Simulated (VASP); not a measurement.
Input of a VASP 6.6.1 run:

INCAR

```
PREC = Accurate
ENCUT = 520
EDIFF = 1E-6
ISMEAR = 0
SIGMA = 0.05
LREAL = F
LASPH = T
NELM = 60
ALGO = Normal
ISIF = 2
LWAVE = F
LCHARG = T
LELF = T
LVHAR = T
NBANDS = 17
```

File KPOINTS:

```
regular mesh
0
Gamma
  8 8 8
```

POSCAR

```
SnSe
1.0
    0.0000000000      2.9466477701      2.9466477701
    2.9466477701      0.0000000000      2.9466477701
    2.9466477701      2.9466477701      0.0000000000
Sn Se
1 1
Direct
   -0.0209973666      0.0000000000      0.0000000000
    0.5000000000      0.5000000000      0.5000000000
```

Potentials or basis: VASP PAW LDA potentials, release 64 (Sn_d, Se).

Command:

```sh
$ cat potpaw_LDA.64/Sn_d/POTCAR potpaw_LDA.64/Se/POTCAR > POTCAR
$ mpirun -np 1 vasp_std > vasp.out
```

Question: Predict the largest force.

Answer: 0.049 eV/Å.

Question: Estimate the pressure.

Answer: 0.3 GPa.

Stress tensor (GPa, compression positive):
```
0.16 0.00 0.00
0.00 0.30 0.05
0.00 0.05 0.30
```

Caveat: the cell differs from its parent crystal (all Sn atoms moved +0.087 Å, as atom 1 towards its neighbour atom 1 (Sn) at 4.167 Å).
